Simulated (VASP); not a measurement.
# MgO (Fm-3m) in VASP: vibrations by perturbation theory with PBEsol

Aim: the vibrations by perturbation theory of MgO with PBEsol.

Program: VASP 6.6.1. These are calculated values, not measurements. Logs are shortened: lines on timing, memory, paths and dates and some standing lists are left out, and cuts for length are marked.

## Step 1: The cell of the first run

Symmetry: Fm-3m, No. 225, cubic system. Conventional cell: a = 4.214 Å, b = 4.214 Å, c = 4.214 Å, α = 90.00°, β = 90.00°, γ = 90.00°. Mg (site symmetry m-3m) has 6 O at 2.11 Å within 2.8 Å. Within 2.8 Å of O (site symmetry m-3m) lie 6 Mg at 2.11 Å.

## Step 2: Vibrations by perturbation theory, PBEsol

INCAR

```
ALGO = Normal
EDIFF = 1E-8
ENCUT = 520
GGA = PS
IBRION = 8
ISIF = 2
ISMEAR = 0
LASPH = True
LCHARG = False
LEPSILON = True
LREAL = False
LWAVE = False
NBANDS = 11
NELM = 60
NSW = 1
PREC = Accurate
SIGMA = 0.01
```

KPOINTS

```
k-points
0
Gamma
  8 8 8
```

POSCAR

```
MgO
1.0
    0.0000000000      2.1070232062      2.1070232062
    2.1070232062      0.0000000000      2.1070232062
    2.1070232062      2.1070232062      0.0000000000
Mg O
1 1
Direct
    0.0000000000      0.0000000000      0.0000000000
    0.5000000000      0.5000000000      0.5000000000
```

Potentials or basis: VASP PAW PBE potentials, release 64 (Mg, O).

Started as:

```sh
cat potpaw_PBE.64/Mg/POTCAR potpaw_PBE.64/O/POTCAR > POTCAR
mpirun -np 1 vasp_std > vasp.out
```

OUTCAR:

```text
EDIFF = 1E-8
   ENCUT = 520
   GGA = PS
   IBRION = 8
   ISIF = 2
   ISMEAR = 0
   LASPH = True
   LEPSILON = True
   LREAL = False
   NELM = 60
   NSW = 1
   PREC = Accurate

 ion  position               nearest neighbor table
   1  0.000  0.000  0.000-   2 2.11   2 2.11   2 2.11   2 2.11   2 2.11   2 2.11
   2  0.500  0.500  0.500-   1 2.11   1 2.11   1 2.11   1 2.11   1 2.11   1 2.11

  LATTYP: Found a face centered cubic cell.
 ALAT       =     4.2140464124

  Lattice vectors:

 A1 = (   0.0000000000,   2.1070232062,   2.1070232062)
 A2 = (   2.1070232062,   0.0000000000,   2.1070232062)
 A3 = (   2.1070232062,   2.1070232062,   0.0000000000)

Analysis of symmetry for initial positions (statically):
=====================================================================
 Subroutine PRICEL returns:
 Original cell was already a primitive cell.

 Routine SETGRP: Setting up the symmetry group for a
 face centered cubic supercell.

 Subroutine GETGRP returns: Found 48 space group operations
 (whereof 48 operations were pure point group operations)
 out of a pool of 48 trial point group operations.

The static configuration has the point symmetry O_h .

Analysis of symmetry for dynamics (positions and initial velocities):
=====================================================================
 Subroutine PRICEL returns:
 Original cell was already a primitive cell.

 Routine SETGRP: Setting up the symmetry group for a
 face centered cubic supercell.

 Subroutine GETGRP returns: Found 48 space group operations
 (whereof 48 operations were pure point group operations)
 out of a pool of 48 trial point group operations.

The dynamic configuration has the point symmetry O_h .

 Subroutine INISYM returns: Found 48 space group operations
 (whereof 48 operations are pure point group operations),
 and found     1 'primitive' translations

----------------------------------------------------------------------------------------

                                     Primitive cell

  volume of cell :      18.7085

  direct lattice vectors                    reciprocal lattice vectors
     0.000000000  2.107023206  2.107023206    -0.237301610  0.237301610  0.237301610
     2.107023206  0.000000000  2.107023206     0.237301610 -0.237301610  0.237301610
     2.107023206  2.107023206  0.000000000     0.237301610  0.237301610 -0.237301610

  length of vectors
     2.979780794  2.979780794  2.979780794     0.411018446  0.411018446  0.411018446

  position of ions in fractional coordinates (direct lattice)
     0.000000000  0.000000000  0.000000000
     0.500000000  0.500000000  0.500000000

  ion indices of the primitive-cell ions
   primitive index   ion index
                 1           1
                 2           2

----------------------------------------------------------------------------------------

 KPOINTS: k-points

Automatic generation of k-mesh.
 Grid dimensions read from file:
 generate k-points for:    8    8    8

 Generating k-lattice:

  Cartesian coordinates                     Fractional coordinates (reciprocal lattice)
    -0.029662701  0.029662701  0.029662701     0.125000000  0.000000000  0.000000000
     0.029662701 -0.029662701  0.029662701     0.000000000  0.125000000  0.000000000
[... 485 lines left out ...]
  ---------------------------------------------------
  free energy    TOTEN  =        -0.12229863 eV

  energy without entropy =       -0.12229863

------------------------ aborting loop because EDIFF is reached ----------------------------------------

--------------------------------------- Ionic step        2  -------------------------------------------

------------------------ aborting loop because EDIFF is reached ----------------------------------------

--------------------------------------- Ionic step        3  -------------------------------------------

------------------------ aborting loop because EDIFF is reached ----------------------------------------

 PIEZOELECTRIC TENSOR FIELD DIRECTION 3  (e Angst)
 -----------------------------------------------------------------------------
    -0.00013  0.00000 -0.00000           ( -0.00001  0.00000 -0.00000)
     0.00000 -0.00013  0.00000           (  0.00000 -0.00001  0.00000)
    -0.00000  0.00000 -0.00021           ( -0.00000  0.00000 -0.00001)

 PIEZOELECTRIC TENSOR FIELD DIRECTION 3  (C/m^2)
 -----------------------------------------------------------------------------
    -0.00011  0.00000 -0.00000
     0.00000 -0.00011  0.00000
    -0.00000  0.00000 -0.00018

--------------------------------------- Ionic step        4  -------------------------------------------

------------------------ aborting loop because EDIFF is reached ----------------------------------------

[... ionic steps 5 to 6 ...]

--------------------------------------- Ionic step        7  -------------------------------------------

 Free energy of the ion-electron system (eV)
  ---------------------------------------------------
  ---------------------------------------------------
  free energy    TOTEN  =        -0.35754042 eV

  energy without entropy =       -0.35754042

------------------------ aborting loop because EDIFF is reached ----------------------------------------

 INTERNAL STRAIN TENSOR  FOR ION    2  DIRECTION 1   (eV/Angst):
 -----------------------------------------------------------------------------
    -0.00539 -0.00000  0.00000
    -0.00000  0.00709  0.00000
    -0.00000  0.00000  0.00709

 MACROSCOPIC STATIC DIELECTRIC TENSOR (including local field effects in DFT)
 ------------------------------------------------------
           3.171599    -0.000000     0.000000
          -0.000000     3.171599    -0.000000
           0.000000    -0.000000     3.171599
 ------------------------------------------------------

 PIEZOELECTRIC TENSOR (including local field effects)  for field in x, y, z        (e  Angst)
          XX          YY          ZZ          XY          YZ          ZX
  --------------------------------------------------------------------------------
  x     0.00000     0.00000     0.00000     0.00000     0.00000     0.00000
  y     0.00000     0.00000     0.00000     0.00000     0.00000     0.00000
  z     0.00000     0.00000     0.00000     0.00000     0.00000     0.00000

 PIEZOELECTRIC TENSOR (including local field effects)  for field in x, y, z        (C/m^2)
          XX          YY          ZZ          XY          YZ          ZX
  --------------------------------------------------------------------------------
  x     0.00000     0.00000     0.00000     0.00000     0.00000     0.00000
  y     0.00000     0.00000     0.00000     0.00000     0.00000     0.00000
  z     0.00000     0.00000     0.00000     0.00000     0.00000     0.00000

 BORN EFFECTIVE CHARGES (including local field effects) (in |e|, cummulative output)
 ---------------------------------------------------------------------------------
 ion    1
    1     1.96682     0.00000    -0.00000
    2     0.00000     1.96682    -0.00000
    3     0.00000     0.00000     1.96682
 ion    2
    1    -1.96682    -0.00000     0.00000
    2    -0.00000    -1.96682     0.00000
    3    -0.00000    -0.00000    -1.96682

 INTERNAL STRAIN TENSOR FOR ION    2 for displacements in x,y,z  (eV/Angst):
          X           Y           Z          XY          YZ          ZX
  --------------------------------------------------------------------------------
  x     0.00000     0.00000     0.00000     0.00000     0.00000     0.00000
  y     0.00000     0.00000     0.00000     0.00000     0.00000     0.00000
  z     0.00000     0.00000     0.00000     0.00000     0.00000     0.00000

 SECOND DERIVATIVES (NOT SYMMETRIZED)
 ------------------------------------
               1X          1Y          1Z          2X          2Y          2Z
  1X    -5.389776    0.000000    0.000000    5.389776    0.000000    0.000000
  1Y     0.000000   -5.389776    0.000000    0.000000    5.389776    0.000000
  1Z     0.000000    0.000000   -5.389776    0.000000    0.000000    5.389776
  2X     5.413436    0.000000    0.000000   -5.413436    0.000000    0.000000
  2Y     0.000000    5.413436    0.000000    0.000000   -5.413436    0.000000
  2Z     0.000000    0.000000    5.413436    0.000000    0.000000   -5.413436

 Eigenvectors and eigenvalues of the dynamical matrix
 ----------------------------------------------------

   1 f  =   11.699898 THz    73.512627 2PiTHz  390.266588 cm-1    48.386868 meV
             X         Y         Z           dx          dy          dz
      0.000000  0.000000  0.000000     0.629226    0.000000   -0.000000
      2.107023  2.107023  2.107023    -0.777222   -0.000000    0.000000
[... 21 lines left out ...]
   6 f/i=    0.012531 THz     0.078737 2PiTHz    0.418001 cm-1     0.051825 meV
             X         Y         Z           dx          dy          dz
      0.000000  0.000000  0.000000     0.644787    0.374276    0.219639
      2.107023  2.107023  2.107023     0.522009    0.303007    0.177816

--------------------------------------------------------------------------------------------------------

 MACROSCOPIC STATIC DIELECTRIC TENSOR IONIC CONTRIBUTION
 ------------------------------------------------------
           6.926803    -0.000000     0.000000
          -0.000000     6.926803     0.000000
           0.000000     0.000000     6.926803
 ------------------------------------------------------

 ELASTIC MODULI CONTR FROM IONIC RELAXATION (kBar)
 Direction    XX          YY          ZZ          XY          YZ          ZX
 --------------------------------------------------------------------------------
 XX           0.0000      0.0000      0.0000      0.0000      0.0000      0.0000
 YY           0.0000      0.0000      0.0000      0.0000      0.0000      0.0000
 ZZ           0.0000      0.0000      0.0000      0.0000      0.0000      0.0000
 XY           0.0000      0.0000      0.0000      0.0000      0.0000      0.0000
 YZ           0.0000      0.0000      0.0000      0.0000      0.0000      0.0000
 ZX           0.0000      0.0000      0.0000      0.0000      0.0000      0.0000
 --------------------------------------------------------------------------------

 PIEZOELECTRIC TENSOR IONIC CONTR  for field in x, y, z        (C/m^2)
          XX          YY          ZZ          XY          YZ          ZX
  --------------------------------------------------------------------------------
  x     0.00000     0.00000     0.00000     0.00000     0.00000     0.00000
  y     0.00000     0.00000     0.00000     0.00000     0.00000     0.00000
  z     0.00000     0.00000     0.00000     0.00000     0.00000     0.00000
```

Wall time 44 s (1 thread of Intel Xeon 6975P-C (Granite Rapids), shared host); peak memory 0.17 GiB.

What came out:

```yaml
Electronic_dielectric_tensor_diagonal: 3.17
Born_charges_mean_of_the_diagonal: Mg +1.97; O -1.97 e
Highest_phonon_frequency_at_Γ_LO-TO_splitting_left_out: 390 cm⁻¹
```

Phonon frequencies in cm⁻¹ (negative: imaginary):
```csv
q point,frequencies
"(0.000, 0.000, 0.000)",0 0 0 390 390 390
```

Electronic dielectric tensor:
```
3.17 0.00 0.00
0.00 3.17 0.00
0.00 0.00 3.17
```

Born effective charge tensors (e):
atom 1, Mg
```
1.97 0.00 0.00
0.00 1.97 0.00
0.00 0.00 1.97
```
atom 2, O
```
-1.97  0.00  0.00
 0.00 -1.97  0.00
 0.00  0.00 -1.97
```
